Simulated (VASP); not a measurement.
Set up this calculation in VASP 6.6.1, as the native input.

| Item | Value |
| --- | --- |
| Task | single point |
| Functional | PBEsol |
| Potentials or basis | VASP PAW PBE potentials, release 64 (H, C) |
| Cutoff | 520 eV |
| k mesh | 2 × 2 × 1 |
| Occupations | fermi-dirac, width 0.05 eV |
| Spin | no spin polarisation |
| Dipole correction | no |
| Further INCAR settings | LREAL = Auto; ALGO = Normal; EDIFF = 1e-07; NBANDS = 66 |

The structure of HC2 lies in POSCAR:

```
HC2
1.0
    5.0487420000      0.0000000000      0.0000000000
    0.0000000000      5.0487420000      0.0000000000
    0.0000000000      0.0000000000     15.1647000000
H C
10 20
Direct
    0.4277897346      0.0000000000      0.0659426167
    0.0722160095      0.0000000000      0.0659426167
    0.9277954786      0.0000000000      0.0659426167
    0.5722217535      0.0000000000      0.0659426167
    0.4277897346      0.5000057440      0.0659426167
    0.0722160095      0.5000057440      0.0659426167
    0.9277954786      0.5000057440      0.0659426167
    0.5722217535      0.5000057440      0.0659426167
    0.2187079474      0.5122464170      0.4033577980
    0.2632933115      0.0089527253      0.4155110223
    0.2500028720      0.0000000000      0.1077963956
    0.7500086160      0.0000000000      0.1077963956
    0.2500028720      0.5000057440      0.1077963956
    0.7500086160      0.5000057440      0.1077963956
    0.2500028720      0.2500028720      0.1666501810
    0.7500086160      0.2500028720      0.1666501810
    0.2500028720      0.7500086160      0.1666501810
    0.7500086160      0.7500086160      0.1666501810
   -0.0024560574      0.2671754667      0.2153224264
    0.5010555105      0.2596884531      0.2199581924
    0.0110126443      0.7689044122      0.2219694422
    0.4932912001      0.7507018580      0.2385540103
   -0.0133300533      0.0314335730      0.2823069365
    0.4769703027      0.0342263479      0.2982650498
   -0.0435355976      0.4853882413      0.2794911868
    0.4759799570      0.4875273880      0.2830586823
    0.2236992898      0.0920823445      0.3453151068
    0.7559110765      0.1171380910      0.3333069563
    0.2311863034      0.4075470682      0.3452359757
    0.7316277996      0.3948508361      0.3305967147
```

One way to write it, as run:

INCAR

```
SYSTEM = HC2
PREC = Accurate ; ENCUT = 520
EDIFF = 1E-7 ; ISMEAR = -1
SIGMA = 0.05 ; LREAL = Auto
LASPH = .True. ; NELM = 60
ALGO = Normal ; ISIF = 2
LWAVE = .False. ; LCHARG = .False.
GGA = PS ; NBANDS = 66
```

KPOINTS

```
regular mesh
0
Gamma
  2 2 1
  0 0 0
```

Potentials or basis: VASP PAW PBE potentials, release 64 (H, C).

Run with:

```sh
$ cat potpaw_PBE.64/H/POTCAR potpaw_PBE.64/C/POTCAR > POTCAR
$ mpirun -np 1 vasp_std > vasp.out
```

Results of the run:

* Largest force: 8.965 eV/Å
* Band gap on the k mesh: 0.94 eV, indirect (least direct gap 0.96 eV)

Caveat: the k points lie up to 0.62 Å⁻¹ apart; the PAW data sets were made with another functional, which shifts forces and pressure a little.

Wall time 2.2 min on 1 thread of Intel(R) Xeon(R) 6975P-C (Granite Rapids), on a shared host, peak memory 0.43 GiB.
